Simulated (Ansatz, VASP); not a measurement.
# ZnSe: VASP beside Ansatz

```
Zn Se
1.0
     4.16700    0.00000    0.00000
     0.00000    4.16700    0.00000
     0.00000    0.00000    5.52864
Zn Se
2 2
Direct
  0.00000 0.00000 0.00000
  0.50000 0.50000 0.00000
  0.00000 0.50000 0.26817
  0.50000 0.00000 0.73183
```

Alike in both runs: task single point; functional PBEsol; k mesh 8 × 8 × 6; occupations gaussian, width 0.05 eV; no spin polarisation.

|  | VASP | Ansatz |
| --- | --- | --- |
| version | VASP 6.6.1 | Ansatz 0.2.0 |
| potentials or method | VASP PAW PBE potentials, release 64 (Zn, Se), cutoff 520 eV | scalar-relativistic, plane waves, PAW |
| valence electrons in the cell | 36 | 56 |

|  | VASP | Ansatz | Ansatz less VASP |
| --- | --- | --- | --- |
| gap on the k mesh at the Fermi level (eV) | 1.50 | 1.52 | +0.014 |
| least direct gap on the mesh (eV) | 1.50 | 1.52 | +0.014 |
| pressure (GPa) | -3.6 | -3.8 | -0.21 |
| traceless stress, the component that is largest in VASP (GPa) | 0.92 | 0.91 | -0.012 |
| rms of the force components (eV/Å) | 0.193 | 0.210 | +0.0171 |

VASP's potentials were made for PBE, not for PBEsol, and Ansatz warns of the same on its side. Atom by atom the forces differ by 0.017 eV/Å (rms over components). VASP's potentials hold 36 valence electrons a cell and Ansatz's 56, so a difference there can come from the potentials and not from the codes.
